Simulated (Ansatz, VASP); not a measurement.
## One calculation of InSe, two programs

Contents of INCAR:

```
PREC = Accurate ; ENCUT = 600
EDIFF = 1E-7 ; ISMEAR = 0
SIGMA = 0.1 ; LREAL = False
LASPH = True ; NELM = 100
ALGO = Normal ; ISIF = 3
LWAVE = False ; LCHARG = False
GGA = PE ; IVDW = 12
IBRION = 2 ; NSW = 100
EDIFFG = -0.05
```

File KPOINTS:

```
regular mesh
0
Gamma
  6 6 2
```

POSCAR

```
InSe
1.0
    4.0499987506      0.0000000000      0.0000000000
   -2.0249993753      3.5074018033      0.0000000000
    0.0000000000      0.0000000000     16.9300000000
In Se
4 4
Direct
    0.3333333333      0.6666666667      0.1570000000
    0.6666666667      0.3333333333      0.6570000000
    0.3333333333      0.6666666667      0.3430000000
    0.6666666667      0.3333333333      0.8430000000
    0.3333333333      0.6666666667      0.6020000000
    0.6666666667      0.3333333333      0.1020000000
    0.3333333333      0.6666666667      0.8980000000
    0.6666666667      0.3333333333      0.3980000000
```

Input for Ansatz:

```yaml
crystal:
  lattice:
    - [4.0499987506, 0.0, 0.0]
    - [-2.0249993753, 3.5074018033, 0.0]
    - [0.0, 0.0, 16.93]
  atoms:
    - { symbol: In, position: [0.3333333333, 0.6666666667, 0.157] }
    - { symbol: In, position: [0.6666666667, 0.3333333333, 0.657] }
    - { symbol: In, position: [0.3333333333, 0.6666666667, 0.343] }
    - { symbol: In, position: [0.6666666667, 0.3333333333, 0.843] }
    - { symbol: Se, position: [0.3333333333, 0.6666666667, 0.602] }
    - { symbol: Se, position: [0.6666666667, 0.3333333333, 0.102] }
    - { symbol: Se, position: [0.3333333333, 0.6666666667, 0.898] }
    - { symbol: Se, position: [0.6666666667, 0.3333333333, 0.398] }
basis:
  ecutwfc: 420
kpoints:
  mp_grid: { grid: [6, 6, 2] }
hamiltonian:
  xc: pbe
  dispersion: d3bj
scf:
  occupations: { method: gaussian, width: 0.1 }
output:
  forces: true
  stress: true
  eigenvalues: true
relax:
  adjacent_minimum: "off"
  f_tol: 0.05
  max_steps: 80
  cell: { stress_tol: 0.5 }
```

Alike in both runs: task relaxation of cell and atoms; functional PBE; dispersion D3(BJ); k mesh 6 × 6 × 2; occupations gaussian, width 0.1 eV; no spin polarisation.

|  | VASP | Ansatz |
| --- | --- | --- |
| version | VASP 6.6.1 | Ansatz 0.2.0 |
| potentials or method | VASP PAW PBE potentials, release 64 (In_d, Se), cutoff 600 eV | scalar-relativistic, plane waves, PAW |
| valence electrons in the cell | 76 | 116 |

|  | VASP | Ansatz | Ansatz less VASP |
| --- | --- | --- | --- |
| gap on the k mesh at the Fermi level, each at its own relaxed structure (eV) | 0.47 | 0.32 | -0.146 |
| relaxed volume (Å³/atom) | 29.88 | 29.67 | -0.213 |
| relaxed cell length with the largest relative difference (Å) | 17.037 | 16.762 | -0.2750 |

VASP's potentials hold 76 valence electrons a cell and Ansatz's 116, so a difference there can come from the potentials and not from the codes.
